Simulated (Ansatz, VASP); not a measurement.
**MgS: VASP beside Ansatz**

```
S Mg
1.0
     0.00000    2.83312    2.83312
     2.83312    0.00000    2.83312
     2.83312    2.83312    0.00000
S Mg
1 1
Direct
  0.25000 0.25000 0.25000
  0.00000 0.00000 0.00000
```

Alike in both runs: task relaxation of cell and atoms; functional RPBE; dispersion D4; k mesh 8 × 8 × 8; occupations fermi-dirac, width 0.05 eV; no spin polarisation.

|  | VASP | Ansatz |
| --- | --- | --- |
| version | VASP 6.6.1 | Ansatz 0.2.0 |
| potentials or method | VASP PAW PBE potentials, release 64 (S, Mg), cutoff 600 eV | all-electron LAPW, scalar-relativistic |

Ansatz gave:

* relaxed volume (Å³/atom): 22.29
* relaxed cell length with the largest relative difference (Å): 3.980

Task: What did VASP give for the same quantities?

Result: Relaxed volume (Å³/atom): 22.22; relaxed cell length with the largest relative difference (Å): 3.976.

VASP's potentials were made for PBE, not for RPBE. Ansatz ran all-electron here, and VASP with PAW potentials.
